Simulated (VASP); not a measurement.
A run of VASP 6.6.1:

Contents of POSCAR:

```
TePb
1.0
    0.0000000000      3.2850000000      3.2850000000
    3.2850000000      0.0000000000      3.2850000000
    3.2850000000      3.2850000000      0.0000000000
Pb Te
1 1
Direct
    0.0052726052      0.0052726052      0.0052726052
    0.5000000000      0.5000000000      0.5000000000
```

File INCAR.step1:

```
SYSTEM = TePb
PREC     = Accurate       ! precision mode
ENCUT    = 520            ! plane-wave cutoff, eV
EDIFF    = 1E-5           ! SCF threshold, eV
ISMEAR   = -1             ! smearing method
SIGMA    = 0.05           ! smearing width, eV
LREAL    = .FALSE.        ! projectors in reciprocal space
LASPH    = .TRUE.         ! aspherical terms in the spheres
NELM     = 60             ! most SCF steps
ALGO     = Normal         ! electronic algorithm
ISIF     = 2              ! what is computed and relaxed
LWAVE    = .TRUE.         ! write WAVECAR
LCHARG   = .FALSE.        ! write CHGCAR
GGA      = PE             ! functional
NBANDS   = 17             ! bands
```

INCAR.step2

```
SYSTEM = TePb
PREC     = Accurate       ! precision mode
ENCUT    = 520            ! plane-wave cutoff, eV
EDIFF    = 1E-6           ! SCF threshold, eV
ISMEAR   = -1             ! smearing method
SIGMA    = 0.05           ! smearing width, eV
LREAL    = .FALSE.        ! projectors in reciprocal space
LASPH    = .TRUE.         ! aspherical terms in the spheres
NELM     = 60             ! most SCF steps
ALGO     = Normal         ! electronic algorithm
ISIF     = 2              ! what is computed and relaxed
LWAVE    = .FALSE.        ! write WAVECAR
LCHARG   = .FALSE.        ! write CHGCAR
GGA      = PE             ! functional
LHFCALC  = .TRUE.         ! exact exchange
AEXX     = 0.25           ! exact-exchange fraction
PRECFOCK = Normal       
ISTART   = 1            
NBANDS   = 17             ! bands
```

KPOINTS

```
Automatic mesh
0
G
  4 4 4
  0 0 0
```

Potentials or basis: VASP PAW PBE potentials, release 64 (Pb_d, Te).

Launch:

```console
$ cat potpaw_PBE.64/Pb_d/POTCAR potpaw_PBE.64/Te/POTCAR > POTCAR
$ cp INCAR.step1 INCAR
$ mpirun -np 1 vasp_std > vasp.out
$ cp INCAR.step2 INCAR
$ mpirun -np 1 vasp_std > vasp.out
```

Hardware: 1 thread of Oxide Virtual Turin-like Processor, on a shared host.

Q: How long does it take, and how much memory?

A: It took 22 min on 1 thread of Oxide Virtual Turin-like Processor (shared host), peak memory 0.2 GiB. Counts: k points 13.
